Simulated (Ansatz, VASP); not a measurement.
Ti in VASP and in Ansatz

POSCAR

```
Ti
1.0
   -1.7722800000      1.7722800000      1.7066400000
    1.7722800000     -1.7722800000      1.7066400000
    1.7722800000      1.7722800000     -1.7066400000
Ti
1
Direct
    0.0000000000      0.0000000000      0.0000000000
```

The input INCAR.step1:

```
  ALGO = Normal
  EDIFF = 1E-4
  ENCUT = 520
  GGA = PE
  ISMEAR = 0
  LASPH = T
  LCHARG = F
  LREAL = F
  LWAVE = T
  NBANDS = 12
  NELM = 60
  PREC = Accurate
  SIGMA = 0.15
```

Contents of INCAR.step2:

```
  ALGO = Normal
  EDIFF = 1E-7
  ENCUT = 520
  ISIF = 2
  ISMEAR = 0
  ISTART = 1
  LASPH = T
  LCHARG = F
  LMIXTAU = T
  LREAL = F
  LWAVE = F
  METAGGA = R2SCAN
  NBANDS = 12
  NELM = 60
  PREC = Accurate
  SIGMA = 0.15
```

File KPOINTS:

```
k-points
0
Gamma
  20 20 20
```

Input for Ansatz:

```yaml
crystal:
  lattice:
    - [-1.77228, 1.77228, 1.70664]
    - [1.77228, -1.77228, 1.70664]
    - [1.77228, 1.77228, -1.70664]
  atoms:
    - { symbol: Ti, position: [0.0, 0.0, 0.0] }
basis:
  ecutwfc: 500
kpoints:
  mp_grid: { grid: [20, 20, 20] }
hamiltonian:
  xc: r2scan
scf:
  occupations: { method: gaussian, width: 0.15 }
output:
  forces: true
  stress: true
  eigenvalues: true
```

Change from the starting cell: strain +0.080 along x and y, +0.040 along z, atoms carried along.

Alike in both runs: task single point; functional r2SCAN; k mesh 20 × 20 × 20; occupations gaussian, width 0.15 eV; no spin polarisation.

|  | VASP | Ansatz |
| --- | --- | --- |
| version | VASP 6.6.1 | Ansatz 0.2.0 |
| potentials or method | VASP PAW PBE potentials, release 64 (Ti_sv), cutoff 520 eV | scalar-relativistic, plane waves, PAW |
| valence electrons in the cell | 12 | 12 |

Ansatz gave:

```
gap on the k mesh at the Fermi level (eV)                     : none
pressure (GPa)                                                : -16.7
traceless stress, the component that is largest in VASP (GPa) : -1.07
```

**Question.** Estimate VASP's values.

**Answer.** gap on the k mesh at the Fermi level (eV): none; pressure (GPa): -16.4; traceless stress, the component that is largest in VASP (GPa): -1.08.

VASP's potentials were made for PBE, not for r2SCAN. A gap of «none» marks a metal or a gap that the smearing closes. The functional is the same, so the differences come from potentials, cutoffs and numerics.
